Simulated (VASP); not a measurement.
The system is CdTe.

```
Te Cd
1.0
     0.00000    3.13957    3.13957
     3.13957    0.00000    3.13957
     3.13957    3.13957    0.00000
Te Cd
1 1
Direct
  0.75000 0.75000 0.75000
  0.00000 0.00000 0.00000
```

Base run:

- Program: VASP 6.6.1
- Functional: PBEsol
- Potentials or basis: VASP PAW PBE potentials, release 64 (Te, Cd)
- Cutoff: 520 eV
- k mesh: 7 × 7 × 7
- Occupations: fermi-dirac, width 0.05 eV
- Spin: no spin polarisation

Its results: band gap on the k mesh 0.95 eV, direct; pressure 5.4 GPa.

Q: After a change of settings the same cell gave: band gap on the k mesh 1.07 eV, direct; pressure 8.3 GPa. Which change was it?
A. functional from PBEsol to r2SCAN; dispersion from none to D3(BJ)
B. functional from PBEsol to PBE
C. functional from PBEsol to RPBE; dispersion from none to D3(BJ)

A: B.

PBE binds less tightly than PBEsol, so the same cell stands under more pressure.

Caveats: spin-orbit coupling is left out, which moves the levels of the heavy elements; the PAW data sets were made with another functional, which shifts forces and pressure a little (some runs).
